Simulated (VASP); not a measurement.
Here is a VASP 6.6.1 calculation.

INCAR

```
SYSTEM = Hf
ALGO = Fast
EDIFF = 1E-6
ENCUT = 520
GGA = RP
ISIF = 2
ISMEAR = -1
IVDW = 13
LASPH = .True.
LCHARG = .True.
LELF = .True.
LREAL = .False.
LVHAR = .True.
LWAVE = .False.
NBANDS = 17
NELM = 60
PREC = Accurate
SIGMA = 0.05
```

KPOINTS

```
k-points
0
Gamma
  10 10 5
  0 0 0
```

POSCAR

```
Hf
1.0
    3.2107849043      0.0000000000      0.0000000000
   -1.6053924522      2.7806212932      0.0000000000
    0.0000000000      0.0000000000      5.0662708153
Hf
2
Direct
    0.6666666667      0.3333333333      0.7500000000
    0.3333333333      0.6666666667      0.2500000000
```

Potentials or basis: VASP PAW PBE potentials, release 64 (Hf_pv).

Run with:

```bash
$ cat potpaw_PBE.64/Hf_pv/POTCAR > POTCAR
$ mpirun -np 1 vasp_std > vasp.out
```

**Question.** Predict the dispersion energy per atom.

**Answer.** -0.324 eV.

**Question.** Estimate the pressure.

**Answer.** -0.4 GPa.

Stress tensor (GPa, compression positive):
```
-0.39  0.00  0.00
 0.00 -0.39  0.00
 0.00  0.00 -0.52
```

Caveat: the PAW data sets were made with another functional, which shifts forces and pressure a little.
